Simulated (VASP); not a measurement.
The system is K2Zn2SeF4 (a cell with a defect).

```xyz
9
Lattice="8.1045 0.0000 0.0000 0.0000 4.0523 0.0000 0.0000 0.0000 4.0523" Properties=species:S:1:pos:R:3 pbc="T T T"
K     0.0498    0.0063    0.0611
K     4.0076    4.0358    4.0324
Zn    2.0527    2.0459    2.0375
Zn    5.9884    2.0490    2.0582
F     6.0882    1.9678    0.0249
F     8.0759    1.9555    2.0390
F     2.0784    4.0518    2.0437
F     6.0798    3.9892    2.0143
Se    4.1322    1.9778    2.0445
```

Program: VASP 6.6.1. Alike in all runs: task single point; potentials or basis VASP PAW PBE potentials, release 64 (K_sv, Zn, F, Se); no spin polarisation; cell as given; cutoff (eV) 520; smearing fermi-dirac 0.05 eV.

Task: Order these runs on this cell by their band gap on the k mesh, lowest first.
A. level PBEsol; k mesh 2 × 2 × 2, shifted
B. level r2SCAN; k mesh 3 × 3 × 3
C. level PBEsol; k mesh 2 × 2 × 1

Result: C (0.10 eV), B (0.37 eV), A (1.89 eV).

Caveats: all runs use coarse meshes.

A k mesh can miss the band edges, odd and even meshes differently.
